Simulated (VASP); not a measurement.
# Hg (Im-3m) in VASP: relaxation of cell and atoms with r2SCAN

Aim: the relaxation of cell and atoms of Hg with r2SCAN.

Program: VASP 6.6.1. These are calculated values, not measurements. Logs are shortened: lines on timing, memory, paths and dates and some standing lists are left out, and cuts for length are marked.

### Step 1. The cell of the first run

Symmetry: Im-3m, No. 229, cubic system. The conventional cell has a = 3.587 Å, b = 3.587 Å, c = 3.587 Å, α = 90.00°, β = 90.00°, γ = 90.00°. Within 4.1 Å of Hg (site symmetry m-3m) lie 14 Hg at 3.11 to 3.59 Å.

### Step 2. Relaxation of cell and atoms, r2SCAN

Contents of POSCAR:

```
Hg
1.0
   -1.7934065524      1.7934065524      1.7934065524
    1.7934065524     -1.7934065524      1.7934065524
    1.7934065524      1.7934065524     -1.7934065524
Hg
1
Direct
    0.0000000000      0.0000000000      0.0000000000
```

Contents of INCAR.step1:

```
  PREC = Accurate
  ENCUT = 600
  ISMEAR = -1
  SIGMA = 0.1
  LREAL = F
  LASPH = T
  NELM = 120
  GGA = PE
  ALGO = Normal
  EDIFF = 1E-5
  LWAVE = T
  LCHARG = F
  GGA_COMPAT = F
  IBRION = 2
  ISIF = 3
  EDIFFG = -0.005
  NELMIN = 4
  NSW = 100
```

Contents of INCAR.step2:

```
  PREC = Accurate
  ENCUT = 600
  EDIFF = 1E-7
  ISMEAR = -1
  SIGMA = 0.1
  LREAL = F
  LASPH = T
  NELM = 120
  ALGO = Normal
  ISIF = 3
  LWAVE = F
  LCHARG = F
  METAGGA = R2SCAN
  LMIXTAU = T
  IBRION = 2
  NSW = 80
  EDIFFG = -0.01
  ISTART = 1
  GGA_COMPAT = F
  NELMIN = 4
```

Contents of KPOINTS:

```
regular mesh
0
Gamma
  12 12 12
```

Potentials or basis: VASP PAW PBE potentials, release 64 (Hg_sv_GW).

On the command line:

```
$ cat potpaw_PBE.64/Hg_sv_GW/POTCAR > POTCAR
$ cp INCAR.step1 INCAR
$ mpirun -np 1 vasp_std > vasp.out
$ cp INCAR.step2 INCAR
$ mpirun -np 1 vasp_std > vasp.out
```

OUTCAR:

```text
PREC = Accurate
   ENCUT = 600
   EDIFF = 1E-7
   ISMEAR = -1
   LREAL = F
   LASPH = T
   NELM = 120
   ISIF = 3
   METAGGA = R2SCAN
   IBRION = 2
   NSW = 80
   EDIFFG = -0.01
   ISTART = 1
   NELMIN = 4

 ion  position               nearest neighbor table
   1  0.000  0.000  0.000-

  LATTYP: Found a body centered cubic cell.
 ALAT       =     3.5868131048

  Lattice vectors:

 A1 = (  -1.7934065524,   1.7934065524,   1.7934065524)
 A2 = (   1.7934065524,  -1.7934065524,   1.7934065524)
 A3 = (   1.7934065524,   1.7934065524,  -1.7934065524)

Analysis of symmetry for initial positions (statically):
=====================================================================
 Subroutine PRICEL returns:
 Original cell was already a primitive cell.

 Routine SETGRP: Setting up the symmetry group for a
 body centered cubic supercell.

 Subroutine GETGRP returns: Found 48 space group operations
 (whereof 48 operations were pure point group operations)
 out of a pool of 48 trial point group operations.

The static configuration has the point symmetry O_h .

Analysis of symmetry for dynamics (positions and initial velocities):
=====================================================================
 Subroutine PRICEL returns:
 Original cell was already a primitive cell.

 Routine SETGRP: Setting up the symmetry group for a
 body centered cubic supercell.

 Subroutine GETGRP returns: Found 48 space group operations
 (whereof 48 operations were pure point group operations)
 out of a pool of 48 trial point group operations.

The dynamic configuration has the point symmetry O_h .

 Subroutine INISYM returns: Found 48 space group operations
 (whereof 48 operations are pure point group operations),
 and found     1 'primitive' translations

----------------------------------------------------------------------------------------

                                     Primitive cell

  volume of cell :      23.0726

  direct lattice vectors                    reciprocal lattice vectors
    -1.793406552  1.793406552  1.793406552     0.000000000  0.278799026  0.278799026
     1.793406552 -1.793406552  1.793406552     0.278799026  0.000000000  0.278799026
     1.793406552  1.793406552 -1.793406552     0.278799026  0.278799026  0.000000000

  length of vectors
     3.106271267  3.106271267  3.106271267     0.394281364  0.394281364  0.394281364

  position of ions in fractional coordinates (direct lattice)
     0.000000000  0.000000000  0.000000000

  ion indices of the primitive-cell ions
   primitive index   ion index
                 1           1

----------------------------------------------------------------------------------------

 KPOINTS: regular mesh

Automatic generation of k-mesh.
 Grid dimensions read from file:
 generate k-points for:   12   12   12

 Generating k-lattice:

  Cartesian coordinates                     Fractional coordinates (reciprocal lattice)
     0.000000000  0.023233252  0.023233252     0.083333333  0.000000000  0.000000000
     0.023233252  0.000000000  0.023233252     0.000000000  0.083333333  0.000000000
     0.023233252  0.023233252  0.000000000     0.000000000  0.000000000  0.083333333

  Length of vectors
     0.032856780  0.032856780  0.032856780

  Shift w.r.t. Gamma in fractional coordinates (k-lattice)
     0.000000000  0.000000000  0.000000000

 Subroutine IBZKPT returns following result:
 ===========================================

 Found     72 irreducible k-points:

 Following reciprocal coordinates:
            Coordinates               Weight
  0.000000  0.000000  0.000000      1.000000
  0.083333  0.000000  0.000000     12.000000
  0.166667  0.000000  0.000000     12.000000
  0.250000  0.000000  0.000000     12.000000
  0.333333  0.000000  0.000000     12.000000
  0.416667  0.000000  0.000000     12.000000
[... 16 lines left out ...]
  0.333333  0.083333  0.083333     24.000000
  0.416667  0.083333  0.083333     12.000000
 [... further k-points ...]
   k-points           NKPTS =     72   k-points in BZ     NKDIM =     72   number of bands    NBANDS=     14
   number of dos      NEDOS =    301   number of ions     NIONS =      1
   total plane-waves  NPLWV =  21952
   dimension x,y,z NGX =    28 NGY =   28 NGZ =   28
   dimension x,y,z NGXF=    56 NGYF=   56 NGZF=   56
   ions per type =               1
   NGX,Y,Z   is equivalent  to a cutoff of  14.99, 14.99, 14.99 a.u.
   NGXF,Y,Z  is equivalent  to a cutoff of  29.97, 29.97, 29.97 a.u.
 SYSTEM =  unknown system
   PREC   = accura    normal or accurate (medium, high low for compatibility)
   ISTART =      1    job   : 0-new  1-cont  2-samecut
   ICHARG =      0    charge: 1-file 2-atom 10-const
   ISPIN  =      1    spin polarized calculation?
   LNONCOLLINEAR =      F non collinear calculations
   LSORBIT =      F    spin-orbit coupling
   LASPH  =      T    aspherical Exc in radial PAW
   ENCUT  =  600.0 eV  44.10 Ry    6.64 a.u.   6.20  6.20  6.20*2*pi/ulx,y,z
   NELM   =    120;   NELMIN=  4; NELMDL=  0     # of ELM steps
   EDIFF  = 0.1E-06   stopping-criterion for ELM
   LREAL  =      F    real-space projection
   EDIFFG = -.1E-01   stopping-criterion for IOM
   NSW    =     80    number of steps for IOM
   IBRION =      2    ionic relax: 0-MD 1-quasi-New 2-CG
   NFREE  =      1    steps in history (QN), initial steepest desc. (CG)
   ISIF   =      3    stress and relaxation
   ISYM   =      2    0-nonsym 1-usesym 2-fastsym
   POTIM  = 0.5000    time-step for ionic-motion
   TEBEG  =    0.0;   TEEND  =   0.0 temperature during run
   PSTRESS=    0.0 pullay stress
   NELECT =      20.0000    total number of electrons
   NUPDOWN=      -1.0000    fix difference up-down
   EMIN   =  10.00;   EMAX   =-10.00  energy-range for DOS
   EFERMI =   0.00;   METHOD = LEGACY
   ISMEAR =    -1;   SIGMA  =   0.10  broadening in eV -4-tet -1-fermi 0-gaus
   EFERMI_NEDOS =   21; number of points for ismear=-14 and -15
   IALGO  =     38    algorithm
   IMIX   =      4    mixing-type and parameters
     AMIX     =   0.40;   BMIX     =  1.00
     AMIX_MAG =   1.60;   BMIX_MAG =  1.00
  volume/ion in A,a.u.               =      23.07       155.70
  Fermi-wavevector in a.u.,A,eV,Ry     =   1.560940  2.949748 33.151034  2.436532
  Thomas-Fermi vector in A             =   2.664078
   LORBIT       =      0    0 simple, 1 ext, 2 COOP (PROOUT), +10 PAW based schemes
   METAGGA = R2SCAN    functional components
   LHFCALC =     F    Hartree Fock is set to
   AEXX    =    0.0000 exact exchange contribution
   IVDW    =     0    specifies the selected vdW correction
   LEPSILON=     F    determine dielectric tensor
   LRPA    =     F    only Hartree local field effects (RPA)
 conjugate gradient relaxation of ions
 non-spin polarized calculation
  energy-cutoff  :      600.00
  volume of cell :       23.07
 maximum number of plane-waves:       784
 NGX is ok and might be reduce to    28
   NGX = 13   NGY = 13   NGZ = 13

--------------------------------------- Ionic step        1  -------------------------------------------

 number of electron      20.0000005 magnetization

 Free energy of the ion-electron system (eV)
  ---------------------------------------------------
  ext. energy  EPLUGINS =         0.00000000
  ---------------------------------------------------
  free energy    TOTEN  =       -49.24020621 eV

  energy without entropy =      -49.23459023  energy(sigma->0) =      -49.23739822

 E-fermi :   6.1241     XC(G=0): -12.1610

 val. band max:        6.0691306171   @ k =   0.5000   0.5000   0.1667
 cond. band min:       6.3116695173   @ k =   0.4167   0.0833   0.0000
 fundamental gap:      0.2425389002
 Fermi energy:         6.1241349734

 k-point     1 :       0.0000    0.0000    0.0000
  band No.  band energies     occupation
      1    -111.2152      2.00000
      2     -58.9295      2.00000
      3     -58.9295      2.00000
      4     -58.9295      2.00000
      5      -3.2823      2.00000
      6      -1.4374      2.00000
      7      -1.4374      2.00000
      8      -1.4374      2.00000
      9      -0.4771      2.00000
     10      -0.4771      2.00000
     11      21.3810      0.00000
     12      21.3810      0.00000
     13      21.3810      0.00000
     14      23.2128      0.00000

 k-point     2 :       0.0833    0.0000    0.0000
  band No.  band energies     occupation
      1    -111.2151      2.00000
      2     -58.9325      2.00000
      3     -58.9307      2.00000
      4     -58.9294      2.00000
      5      -3.0857      2.00000
      6      -1.4715      2.00000
      7      -1.4214      2.00000
      8      -1.3417      2.00000
      9      -0.5134      2.00000
     10      -0.4757      2.00000
[... 470 lines left out ...]
 POSITION                                       TOTAL-FORCE (eV/Angst)
 -----------------------------------------------------------------------------------
      0.00000      0.00000     -0.00000         0.000000      0.000000     -0.000000
 -----------------------------------------------------------------------------------
    total drift:                               -0.000000     -0.000000     -0.000000

  FREE ENERGIE OF THE ION-ELECTRON SYSTEM (eV)
  ---------------------------------------------------
  free  energy   TOTEN  =       -49.2808979334 eV

  energy  without entropy=      -49.2726570402  energy(sigma->0) =      -49.27677749

--------------------------------------- Ionic step        4  -------------------------------------------

 number of electron      20.0000006 magnetization

 Free energy of the ion-electron system (eV)
  ---------------------------------------------------
  ext. energy  EPLUGINS =         0.00000000
  ---------------------------------------------------
  free energy    TOTEN  =       -49.28091388 eV

  energy without entropy =      -49.27270485  energy(sigma->0) =      -49.27680937

 E-fermi :   4.8753     XC(G=0): -11.3351

 val. band max:        4.8315257018   @ k =  -0.4167  -0.4167   0.2500
 cond. band min:       4.8830391807   @ k =   0.4167   0.1667   0.0000
 fundamental gap:      0.0515134789
 Fermi energy:         4.8752510232

 k-point     1 :       0.0000    0.0000    0.0000
  band No.  band energies     occupation
      1    -112.2759      2.00000
      2     -60.0002      2.00000
      3     -60.0002      2.00000
      4     -60.0002      2.00000
      5      -3.6172      2.00000
      6      -2.3732      2.00000
      7      -2.3732      2.00000
      8      -2.3732      2.00000
      9      -1.6260      2.00000
     10      -1.6260      2.00000
     11      19.7355      0.00000
     12      19.7355      0.00000
     13      19.7355      0.00000
     14      20.1251      0.00000

 k-point     2 :       0.0833    0.0000    0.0000
  band No.  band energies     occupation
      1    -112.2758      2.00000
      2     -60.0017      2.00000
      3     -60.0008      2.00000
      4     -60.0001      2.00000
      5      -3.4419      2.00000
      6      -2.3989      2.00000
      7      -2.3578      2.00000
      8      -2.2975      2.00000
      9      -1.6529      2.00000
     10      -1.6251      2.00000
[... 400 lines left out ...]
 POSITION                                       TOTAL-FORCE (eV/Angst)
 -----------------------------------------------------------------------------------
      0.00000      0.00000     -0.00000        -0.000000     -0.000000      0.000000
 -----------------------------------------------------------------------------------
    total drift:                               -0.000000     -0.000000     -0.000000

  FREE ENERGIE OF THE ION-ELECTRON SYSTEM (eV)
  ---------------------------------------------------
  free  energy   TOTEN  =       -49.2809138818 eV

  energy  without entropy=      -49.2727048504  energy(sigma->0) =      -49.27680937

 reached required accuracy - stopping structural energy minimisation
```

Run time: 12 min. Hardware: 1 thread of Intel Xeon Platinum 8259CL at 2.50GHz (Skylake/Cascade Lake), shared host; peak memory 0.2 GiB.

What came out:

| Property | Result |
| --- | --- |
| Free energy | -49.2809 eV |
| Relaxed volume | 26.16 Å³/atom |
| Relaxed cell | a = 3.239 Å, b = 3.239 Å, c = 3.239 Å, α = 109.47°, β = 109.47°, γ = 109.47° |
| Space group after relaxing (to 0.1 Å) | Im-3m (No. 229) |
| Energy gained by relaxing | 40.7 meV/atom |
| Ionic steps | 4 |
| Pressure after relaxing | 0.0 GPa |
| Band gap on the k mesh | zero (bands 10 and 11 overlap by 3.33 eV) |

The path:
| step | energy change (eV) | largest force (eV/Å) | pressure (GPa) | volume (Å³) |
| --- | --- | --- | --- | --- |
| 1 | 0.0000 | 0.0000 | 4.94 | 23.07 |
| 2 | -0.0394 | 0.0000 | 0.68 | 25.53 |
| 3 | -0.0407 | 0.0000 | -0.07 | 26.23 |
| 4 | -0.0407 | 0.0000 | 0.00 | 26.16 |

Final structure:
```cif
data_structure
_symmetry_space_group_name_H-M 'P 1'
_symmetry_Int_Tables_number 1
_cell_length_a 3.2390
_cell_length_b 3.2390
_cell_length_c 3.2390
_cell_angle_alpha 109.471
_cell_angle_beta 109.471
_cell_angle_gamma 109.471
_cell_volume 26.16
loop_
_atom_site_label
_atom_site_type_symbol
_atom_site_fract_x
_atom_site_fract_y
_atom_site_fract_z
_atom_site_occupancy
Hg1 Hg 0.00000 0.00000 0.00000 1
```

Levels at points of the mesh, in eV from the Fermi level:
| k point | band 6 | band 7 | band 8 | band 9 | band 10 | band 11 | band 12 | band 13 | band 14 |
| --- | --- | --- | --- | --- | --- | --- | --- | --- | --- |
| (0.00, 0.00, 0.00) | -7.25 | -7.25 | -7.25 | -6.50 | -6.50 | 14.86 | 14.86 | 14.86 | 15.25 |
| (0.50, 0.00, 0.00) | -7.62 | -6.56 | -6.47 | -5.95 | -1.64 | -0.89 | 9.08 | 10.00 | 14.32 |
| (0.50, 0.50, 0.50) | -7.80 | -6.09 | -6.09 | -6.09 | 2.44 | 3.92 | 3.92 | 3.92 | 10.09 |

Caveat: the PAW data sets were made with another functional, which shifts forces and pressure a little; spin-orbit coupling is left out, which moves the levels of the heavy elements.

The gap in the log of VASP goes by the Fermi energy; the results here count the filled bands.